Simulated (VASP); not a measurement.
Here is a VASP 6.6.1 calculation.

Contents of INCAR:

```
PREC = Accurate
ENCUT = 520
EDIFF = 1E-7
ISMEAR = 0
SIGMA = 0.1
LREAL = F
LASPH = T
NELM = 100
ALGO = Normal
ISIF = 2
LWAVE = F
LCHARG = F
LDIPOL = T
IDIPOL = 3
DIPOL = 0.5 0.5 0.366
GGA = PE
IBRION = 2
NSW = 36
EDIFFG = -0.025
```

Contents of KPOINTS:

```
Automatic mesh
0
Gamma
  9 9 1
```

File POSCAR:

```
Al3N
1.0
    2.8567582919      0.0000000000      0.0000000000
   -1.4283791460      2.4740252533      0.0000000000
    0.0000000000      0.0000000000     20.1013781961
Al N
3 1
Selective dynamics
Direct
    0.6666666667      0.3333333333      0.1989913309  F F F
    0.3333333333      0.6666666667      0.3134471576  F F F
    0.0000000000      0.0000000000      0.4278999237  F F F
    0.0000000000      0.0000000000      0.5234157625  F F T
```

Potentials or basis: VASP PAW PBE potentials, release 64 (Al, N).

Run with:

```sh
$ cat potpaw_PBE.64/Al/POTCAR potpaw_PBE.64/N/POTCAR > POTCAR
$ mpirun -np 1 vasp_std > vasp.out
```

**Question.** Estimate the band gap on the k mesh.

**Answer.** Zero (band 7 reaches 0.32 eV, above the bottom of band 8 at -1.72 eV).

**Question.** What does it give for the energy gained by relaxing?

**Answer.** 11.0 meV/atom.

Final structure:
```xyz
4
Lattice="2.8568 0.0000 0.0000 -1.4284 2.4740 0.0000 0.0000 0.0000 20.1014" Properties=species:S:1:pos:R:3 pbc="T T T"
Al    1.4284    0.8247    4.0000
Al    0.0000    1.6494    6.3007
Al    0.0000    0.0000    8.6014
N     0.0000    0.0000   10.4406
```
